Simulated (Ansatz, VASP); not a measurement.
MgO: VASP beside Ansatz

File INCAR:

```
ALGO = Normal ; EDIFF = 1E-6
ENCUT = 520 ; GGA = PS
ISIF = 2 ; ISMEAR = 0
LASPH = T ; LCHARG = F
LREAL = F ; LWAVE = F
NBANDS = 16 ; NELM = 100
PREC = Accurate ; SIGMA = 0.05
```

File KPOINTS:

```
k-points
0
Gamma
  9 9 6
```

File POSCAR:

```
MgO
1.0
    3.6630735135      0.0000000000      0.0000000000
   -1.8315367568      3.1723147186      0.0000000000
    0.0000000000      0.0000000000      3.6652713576
Mg O
2 2
Direct
    0.6666666667      0.3333333333      0.7500000000
    0.3333333333      0.6666666667      0.2500000000
    0.6666666667      0.3333333333      0.2500000000
    0.3333333333      0.6666666667      0.7500000000
```

Input for Ansatz:

```yaml
crystal:
  lattice:
    - [3.6630735135, 0.0, 0.0]
    - [-1.8315367568, 3.1723147186, 0.0]
    - [0.0, 0.0, 3.6652713576]
  atoms:
    - { symbol: Mg, position: [0.6666666667, 0.3333333333, 0.75] }
    - { symbol: Mg, position: [0.3333333333, 0.6666666667, 0.25] }
    - { symbol: O, position: [0.6666666667, 0.3333333333, 0.25] }
    - { symbol: O, position: [0.3333333333, 0.6666666667, 0.75] }
basis:
  ecutwfc: 520.0
kpoints:
  mp_grid: { grid: [9, 9, 6] }
hamiltonian:
  xc: pbesol
  pseudopotentials: { kind: paw, azcp: { folder: soft_1 } }
scf:
  occupations: { method: gaussian, width: 0.05 }
output:
  forces: true
  stress: true
  eigenvalues: true
```

Alike in both runs: task single point; functional PBEsol; k mesh 9 × 9 × 6; occupations gaussian, width 0.05 eV; no spin polarisation.

|  | VASP | Ansatz |
| --- | --- | --- |
| version | VASP 6.6.1 | Ansatz 0.2.0 |
| potentials or method | VASP PAW PBE potentials, release 64 (Mg, O), cutoff 520 eV | scalar-relativistic, plane waves, PAW |
| valence electrons in the cell | 16 | 32 |

Ansatz gave:

```
gap on the k mesh at the Fermi level (eV)                     : 3.50
least direct gap on the mesh (eV)                             : 3.58
pressure (GPa)                                                : 18.6
traceless stress, the component that is largest in VASP (GPa) : 39.86
```

Question: Which values does VASP return?

Answer: gap on the k mesh at the Fermi level (eV): 3.48; least direct gap on the mesh (eV): 3.57; pressure (GPa): 18.6; traceless stress, the component that is largest in VASP (GPa): 40.72.

VASP's potentials were made for PBE, not for PBEsol, and Ansatz warns of the same on its side. VASP's potentials hold 16 valence electrons a cell and Ansatz's 32, so a difference there can come from the potentials and not from the codes.
